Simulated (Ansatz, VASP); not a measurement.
## Mg in VASP and in Ansatz

```
CELL_PARAMETERS angstrom
0.00000 2.24426 2.17693
2.24426 0.00000 2.17693
2.24426 2.24426 0.00000
ATOMIC_POSITIONS crystal
Mg 0.00000 0.00000 0.00000
```

Change from the starting cell: zz strain of -3 %, crystal datasets.

Alike in both runs: task electric field gradients; functional PBE; k mesh 16 × 16 × 16; occupations fermi-dirac, width 0.03 eV; no spin polarisation.

```csv
,VASP,Ansatz
version,VASP 6.6.1,Ansatz 0.2.0
potentials or method,"VASP PAW PBE potentials, release 64 (Mg), cutoff 520 eV","all-electron PAW with datasets made for the crystal, scalar-relativistic"
```

```csv
,VASP,Ansatz,Ansatz less VASP
pressure (GPa),1.9,2.0,+0.09
size of Vzz on the site where it differs most (V/Å²),1.0,1.2,+0.26
```

Ansatz ran all-electron here, and VASP with PAW potentials.
